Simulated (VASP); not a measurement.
A run of VASP 6.6.1 is set up as follows.

File INCAR:

```
SYSTEM = WS2
ALGO     = Normal         ! electronic algorithm
EDIFF    = 1E-6           ! SCF threshold, eV
ENCUT    = 520            ! plane-wave cutoff, eV
GGA      = CA             ! functional
ISIF     = 2              ! what is computed and relaxed
ISMEAR   = 0              ! smearing method
LASPH    = .TRUE.         ! aspherical terms in the spheres
LCHARG   = .FALSE.        ! write CHGCAR
LREAL    = .FALSE.        ! projectors in reciprocal space
LWAVE    = .FALSE.        ! write WAVECAR
NBANDS   = 35             ! bands
NELM     = 60             ! most SCF steps
PREC     = Accurate       ! precision mode
SIGMA    = 0.05           ! smearing width, eV
```

The input KPOINTS:

```
k-points
0
G
  12 12 4
  0 0 0
```

POSCAR

```
WS2
1.0
    3.1799996605      0.0000000000      0.0000000000
   -1.5899998303      2.7539604900      0.0000000000
    0.0000000000      0.0000000000     12.5000000000
W S
2 4
Direct
    0.3333333333      0.6666666667      0.2500000000
    0.6666666667      0.3333333333      0.7500000000
    0.3333333333      0.6666666667      0.6200000000
    0.6666666667      0.3333333333      0.1200000000
    0.3333333333      0.6666666667      0.8800000000
    0.6666666667      0.3333333333      0.3800000000
```

Potentials or basis: VASP PAW LDA potentials, release 64 (W_sv, S).

Launch:

```console
$ cat potpaw_LDA.64/W_sv/POTCAR potpaw_LDA.64/S/POTCAR > POTCAR
$ mpirun -np 1 vasp_std > vasp.out
```

(1) Estimate the largest force.

(2) Estimate the pressure.

(3) Predict the band gap on the k mesh.

Results:

(1) 1.438 eV/Å.

(2) -11.2 GPa.

(3) 0.93 eV, indirect (least direct gap 1.85 eV).

Caveat: spin-orbit coupling is left out, which moves the levels of the heavy elements; forces of over 1 eV/Å act on the atoms, so gaps and moduli don't describe the material at rest.
